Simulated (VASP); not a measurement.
# NaBeH2 (R-3m) in VASP: a series of runs, part 2 of 2

VASP 6.6.1. The steps go on from the part before.

## 3. Relaxation of cell and atoms, PBE

This run uses another cell than the first one, of 11.35 Å³/atom, 0.911 times its volume.

File INCAR:

```
SYSTEM = NaBeH2
ALGO = Normal ; EDIFF = 1E-6
EDIFFG = -0.04 ; ENCUT = 600
GGA = PE ; IBRION = 2
ISIF = 3 ; ISMEAR = 0
LASPH = .TRUE. ; LCHARG = .FALSE.
LREAL = .FALSE. ; LWAVE = .FALSE.
NELM = 80 ; NSW = 90
PREC = Accurate ; SIGMA = 0.1
```

File KPOINTS:

```
k-points
0
G
  6 6 6
  0 0 0
```

File POSCAR:

```
NaBeH2
1.0
    1.8610979900      1.0745054200      3.7830503900
   -1.8610979900      1.0745054200      3.7830503900
    0.0000000000     -2.1490108500      3.7830503900
Na Be H
1 1 2
Direct
    0.0000000000      0.0000000000      0.0000000000
    0.5000000000      0.5000000000      0.5000000000
    0.6467276800      0.6467276800      0.6467276800
    0.3532723200      0.3532723200      0.3532723200
```

Potentials or basis: VASP PAW PBE potentials, release 64 (Na_pv, Be, H).

Command:

```sh
> cat potpaw_PBE.64/Na_pv/POTCAR potpaw_PBE.64/Be/POTCAR potpaw_PBE.64/H/POTCAR > POTCAR
> mpirun -np 1 vasp_std > vasp.out
```

Run time: 85 s. Hardware: 1 thread of Intel Xeon 6975P-C (Granite Rapids), shared host; peak memory 0.21 GiB.

It converged, with:

| Quantity | Value |
| --- | --- |
| Free energy | -11.0545 eV |
| Relaxed volume | 12.49 Å³/atom |
| Relaxed cell | a = 5.188 Å, b = 5.188 Å, c = 5.188 Å, α = 39.10°, β = 39.10°, γ = 39.10° |
| Space group after relaxing (to 0.05 Å) | R-3m (No. 166) |
| Energy gained by relaxing | 333.4 meV/atom |
| Ionic steps | 19 |
| Pressure after relaxing | -0.1 GPa |
| Largest force after relaxing | 0.040 eV/Å |

Forces in eV/Å, atoms in the order of the input:
```
Na   0.000  0.000  0.000
Be   0.000  0.000  0.000
H    0.000  0.000  0.040
H    0.000  0.000 -0.040
```

Step by step:
| step | energy change (eV) | largest force (eV/Å) | pressure (GPa) | volume (Å³) |
| --- | --- | --- | --- | --- |
| 1 | 0.0000 | 2.1621 | -0.71 | 45.39 |
| 2 | -0.5508 | 1.4836 | 1.96 | 45.00 |
| 3 | -0.6898 | 0.0460 | 6.46 | 44.55 |
| 4 | -0.6992 | 0.4359 | 5.27 | 44.65 |
| 5 | -0.6993 | 0.3633 | 5.52 | 44.63 |
| 6 | -0.8139 | 0.2495 | 3.67 | 47.47 |
| 7 | -0.9628 | 0.1715 | 0.82 | 55.86 |
| 8 | -0.9674 | 0.2825 | 0.42 | 58.01 |
| 9 | -1.0090 | 0.7155 | -2.72 | 60.82 |
| 10 | -1.0173 | 0.4523 | -1.87 | 59.98 |
| 11 | -1.0913 | 0.4366 | -1.81 | 58.67 |
| 12 | -1.2761 | 0.2352 | -1.26 | 54.28 |
| 13 | -1.1118 | 0.8913 | 3.16 | 43.82 |
| 14 | -1.3235 | 0.2450 | -0.03 | 51.58 |
| 15 | -1.3258 | 0.3103 | 0.21 | 50.74 |
| 16 | -1.2646 | 0.6185 | -2.24 | 49.77 |
| 17 | -1.3310 | 0.0682 | -0.41 | 50.56 |
| 18 | -1.3310 | 0.0812 | -0.37 | 50.57 |
| 19 | -1.3335 | 0.0398 | -0.09 | 49.95 |

Final structure:
```cif
data_structure
_symmetry_space_group_name_H-M 'P 1'
_symmetry_Int_Tables_number 1
_cell_length_a 5.1882
_cell_length_b 5.1882
_cell_length_c 5.1882
_cell_angle_alpha 39.095
_cell_angle_beta 39.095
_cell_angle_gamma 39.095
_cell_volume 49.95
loop_
_atom_site_label
_atom_site_type_symbol
_atom_site_fract_x
_atom_site_fract_y
_atom_site_fract_z
_atom_site_occupancy
Na1 Na 0.00000 0.00000 0.00000 1
Be1 Be 0.50000 0.50000 0.50000 1
H1 H 0.59492 0.59492 0.59492 1
H2 H 0.40508 0.40508 0.40508 1
```

Levels at points of the mesh, in eV from the Fermi level:
```tsv
k point	band 1	band 2	band 3	band 4	band 5	band 6	band 7	band 8	band 9
(0.00, 0.00, 0.00)	-24.41	-24.41	-24.40	-7.75	-4.93	0.92	5.92	5.92	6.80
(0.50, 0.00, 0.00)	-24.48	-24.42	-24.39	-5.60	-4.69	-1.14	3.37	4.27	6.01
(0.50, 0.50, 0.00)	-24.48	-24.42	-24.39	-5.27	-5.09	-0.82	2.71	4.03	5.06
(0.50, 0.50, 0.50)	-24.41	-24.41	-24.40	-6.74	-6.56	3.15	4.97	5.71	5.71
```

## 4. Single point, PBE

This run uses another cell than the first one, of 12.36 Å³/atom, 0.993 times its volume.

File INCAR:

```
ALGO = Normal
EDIFF = 1E-7
ENCUT = 520
GGA = PE
ISIF = 2
ISMEAR = 0
LASPH = T
LCHARG = F
LREAL = F
LWAVE = F
NBANDS = 14
NELM = 100
PREC = Accurate
SIGMA = 0.1
```

File KPOINTS:

```
k-points
0
Gamma
  15 15 15
```

File POSCAR:

```
NaBeH2
1.0
    1.7251864286      0.9960368490      4.7948787520
   -1.7251864286      0.9960368490      4.7948787520
    0.0000000000     -1.9920736979      4.7948787520
Na Be H
1 1 2
Direct
    0.0000000000      0.0000000000      0.0000000000
    0.5000000000      0.5000000000      0.5000000000
    0.5948409373      0.5948409373      0.5948409373
    0.4051590627      0.4051590627      0.4051590627
```

Command:

```sh
> cat potpaw_PBE.64/Na_pv/POTCAR potpaw_PBE.64/Be/POTCAR potpaw_PBE.64/H/POTCAR > POTCAR
> mpirun -np 1 vasp_std > vasp.out
```

Run time: 17 min. Hardware: 1 thread of AMD EPYC, shared host; peak memory 0.36 GiB.

The run converged. Its results:

```yaml
Free_energy: -11.0658 eV
Pressure: 0.0 GPa
Largest_force: 0.005 eV/Å
```

Forces in eV/Å, atoms in the order of the input:
```
Na   0.000  0.000  0.000
Be   0.000  0.000  0.000
H    0.000  0.000 -0.005
H    0.000  0.000  0.005
```

Levels at points of the mesh, in eV from the Fermi level:
```tsv
k point	band 1	band 2	band 3	band 4	band 5	band 6	band 7	band 8	band 9	band 10
(0.00, 0.00, 0.00)	-24.34	-24.34	-24.33	-7.72	-4.90	0.92	6.09	6.09	6.96	8.50
```

## 5. Relaxation of cell and atoms, PBE

File INCAR:

```
  PREC = Accurate
  ENCUT = 600
  EDIFF = 1E-6
  ISMEAR = 0
  SIGMA = 0.1
  LREAL = F
  LASPH = T
  NELM = 100
  ALGO = Normal
  ISIF = 3
  LWAVE = F
  LCHARG = F
  GGA = PE
  IBRION = 2
  NSW = 100
  EDIFFG = -0.01
```

File KPOINTS:

```
Automatic mesh
0
Gamma
  15 15 15
```

File POSCAR:

```
NaBeH2
1.0
    1.7349434801      1.0016700853      4.7762484230
   -1.7349434801      1.0016700853      4.7762484230
    0.0000000000     -2.0033401705      4.7762484230
Na Be H
1 1 2
Direct
    0.0000000000      0.0000000000      0.0000000000
    0.5000000000      0.5000000000      0.5000000000
    0.5952703990      0.5952703990      0.5952703990
    0.4047296010      0.4047296010      0.4047296010
```

Command:

```sh
> cat potpaw_PBE.64/Na_pv/POTCAR potpaw_PBE.64/Be/POTCAR potpaw_PBE.64/H/POTCAR > POTCAR
> mpirun -np 1 vasp_std > vasp.out
```

It took 25 min on 1 thread of AMD EPYC, shared host; peak memory 0.39 GiB.

Results (log left out):

* Free energy: -11.0665 eV
* Relaxed volume: 12.44 Å³/atom
* Relaxed cell: a = 5.179 Å, b = 5.179 Å, c = 5.179 Å, α = 39.12°, β = 39.12°, γ = 39.12°
* Space group after relaxing (to 0.05 Å): R-3m (No. 166)
* Energy gained by relaxing: 0.0 meV/atom
* Ionic steps: 2
* Pressure after relaxing: 0.0 GPa
* Largest force after relaxing: 0.007 eV/Å

Forces on the atoms (eV/Å):
```
Na   0.000  0.000  0.000
Be   0.000  0.000  0.000
H    0.000  0.000 -0.007
H    0.000  0.000  0.007
```

Stress tensor (GPa, compression positive):
```
-0.10  0.00  0.00
 0.00 -0.10  0.00
 0.00  0.00  0.13
```

Final structure:
```cif
data_structure
_symmetry_space_group_name_H-M 'P 1'
_symmetry_Int_Tables_number 1
_cell_length_a 5.1787
_cell_length_b 5.1787
_cell_length_c 5.1787
_cell_angle_alpha 39.124
_cell_angle_beta 39.124
_cell_angle_gamma 39.124
_cell_volume 49.74
loop_
_atom_site_label
_atom_site_type_symbol
_atom_site_fract_x
_atom_site_fract_y
_atom_site_fract_z
_atom_site_occupancy
Na1 Na 0.00000 0.00000 0.00000 1
Be1 Be 0.50000 0.50000 0.50000 1
H1 H 0.59521 0.59521 0.59521 1
H2 H 0.40479 0.40479 0.40479 1
```

Levels at points of the mesh, in eV from the Fermi level:
```csv
k point,band 1,band 2,band 3,band 4,band 5,band 6,band 7,band 8,band 9
"(0.00, 0.00, 0.00)",-24.33,-24.33,-24.32,-7.69,-4.86,0.98,6.01,6.01,6.92
```

## 6. Single point, PBE

This run uses another cell than the first one, of 11.35 Å³/atom, 0.911 times its volume.

File INCAR:

```
SYSTEM = NaBeH2
  ALGO = Normal
  EDIFF = 1E-6
  ENCUT = 520
  GGA = PE
  ISIF = 2
  ISMEAR = 0
  LASPH = .TRUE.
  LCHARG = .FALSE.
  LREAL = .FALSE.
  LWAVE = .FALSE.
  NBANDS = 14
  NELM = 100
  PREC = Accurate
  SIGMA = 0.1
```

File KPOINTS:

```
k-points
0
G
  6 6 6
  0 0 0
```

File POSCAR:

```
NaBeH2
1.0
    1.8610979900      1.0745054200      3.7830503900
   -1.8610979900      1.0745054200      3.7830503900
    0.0000000000     -2.1490108500      3.7830503900
Na Be H
1 1 2
Direct
    0.0000000000      0.0000000000      0.0000000000
    0.5000000000      0.5000000000      0.5000000000
    0.6467276800      0.6467276800      0.6467276800
    0.3532723200      0.3532723200      0.3532723200
```

Potentials or basis: VASP PAW PBE potentials, release 64 (Na_pv, Be, H).

Command:

```sh
> cat potpaw_PBE.64/Na_pv/POTCAR potpaw_PBE.64/Be/POTCAR potpaw_PBE.64/H/POTCAR > POTCAR
> mpirun -np 1 vasp_std > vasp.out
```

It took 75 s on 1 thread of AMD EPYC, shared host; peak memory 0.15 GiB.

Results (log left out):

| Quantity | Value |
| --- | --- |
| Free energy | -9.7203 eV |
| Pressure | -0.8 GPa |
| Largest force | 2.161 eV/Å |

Forces in eV/Å, atoms in the order of the input:
```
Na   0.000  0.000  0.000
Be   0.000  0.000  0.000
H    0.000  0.000 -2.161
H    0.000  0.000  2.161
```

Stress tensor (GPa, compression positive):
```
  5.43   0.00   0.00
  0.00   5.43   0.00
  0.00   0.00 -13.16
```

Levels at points of the mesh, in eV from the Fermi level:
| k point | band 1 | band 2 | band 3 | band 4 | band 5 | band 6 | band 7 | band 8 | band 9 | band 10 |
| --- | --- | --- | --- | --- | --- | --- | --- | --- | --- | --- |
| (0.00, 0.00, 0.00) | -23.54 | -23.48 | -23.48 | -7.78 | -1.34 | 1.52 | 4.93 | 4.93 | 5.37 | 8.98 |
| (0.50, 0.00, 0.00) | -23.54 | -23.53 | -23.49 | -5.41 | -3.76 | -0.38 | 3.35 | 3.65 | 7.30 | 7.68 |
| (0.50, 0.50, 0.00) | -23.54 | -23.53 | -23.49 | -4.83 | -4.09 | -0.10 | 1.53 | 2.79 | 5.47 | 9.33 |
| (0.50, 0.50, 0.50) | -23.55 | -23.48 | -23.48 | -6.63 | -4.17 | 1.42 | 4.23 | 4.23 | 9.38 | 9.93 |

Caveat: forces of over 1 eV/Å act on the atoms, so gaps and moduli don't describe the material at rest.

## 7. The runs side by side

| task | cell | k mesh | cutoff (eV) | gap on the mesh (eV) | pressure (GPa) | relaxed volume (Å³/atom) | largest force (eV/Å) |
| --- | --- | --- | --- | --- | --- | --- | --- |
| single point | a = 5.179 Å, angles 39.1°, 4 atoms | 6 × 6 × 6 | 520 | none | -0.1 | - | - |
| relaxation of cell and atoms | relaxed from a = 4.351 Å, angles 50.7°, 4 atoms | 6 × 6 × 6 | 600 | none | -0.1 | 12.49 | 0.04 |
| single point | a = 5.192 Å, angles 38.8°, 4 atoms | 15 × 15 × 15 | 520 | none | 0.0 | - | 0.01 |
| relaxation of cell and atoms | relaxed from a = 5.179 Å, angles 39.1°, 4 atoms | 15 × 15 × 15 | 600 | none | 0.0 | 12.44 | 0.01 |
| single point | a = 4.351 Å, angles 50.7°, 4 atoms | 6 × 6 × 6 | 520 | none | -0.8 | - | 2.16 |

Alike in all rows: level PBE; potentials or basis VASP PAW PBE potentials, release 64 (Na_pv, Be, H); no spin polarisation; smearing gaussian 0.1 eV.

Caveats: forces of over 1 eV/Å act on the atoms, so gaps and moduli don't describe the material at rest (some runs).

Total energies depend on the potentials used, so only differences within one code and one set of settings carry meaning.
